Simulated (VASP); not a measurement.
A run of VASP 6.6.1 is set up as follows.

File INCAR:

```
PREC = Accurate
ENCUT = 600
EDIFF = 1E-7
ISMEAR = -1
SIGMA = 0.05
LREAL = F
LASPH = T
NELM = 100
ALGO = Normal
ISIF = 3
LWAVE = F
LCHARG = F
GGA = PS
IBRION = 2
NSW = 60
EDIFFG = -0.01
```

Contents of KPOINTS:

```
Automatic mesh
0
Gamma
  8 8 5
```

File POSCAR:

```
Na
1.0
    3.7670000000      0.0000000000      0.0000000000
   -1.8835000000      3.2623176961      0.0000000000
    0.0000000000      0.0000000000      6.1540000000
Na
2
Direct
    0.6666666667      0.3333333333      0.7500000000
    0.3333333333      0.6666666667      0.2500000000
```

Potentials or basis: VASP PAW PBE potentials, release 64 (Na_pv).

Command:

```sh
$ cat potpaw_PBE.64/Na_pv/POTCAR > POTCAR
$ mpirun -np 1 vasp_std > vasp.out
```

Predict the relaxed volume.

36.28 Å³/atom.

Estimate the band gap on the k mesh.

zero (band 7 reaches 1.80 eV, above the bottom of band 8 at -1.43 eV).

Predict the space group after relaxing (to 0.05 Å).

P6_3/mmc (No. 194).

Step by step:
```csv
step,energy change (eV),largest force (eV/Å),pressure (GPa),volume (Å³)
1,0.0000,0.0000,-0.29,75.63
2,-0.0014,0.0000,-0.22,74.87
3,-0.0034,0.0000,-0.01,72.64
4,-0.0034,0.0000,0.04,72.42
5,-0.0034,0.0000,0.01,72.52
6,-0.0034,0.0000,0.01,72.56
```

Caveat: the PAW data sets were made with another functional, which shifts forces and pressure a little.
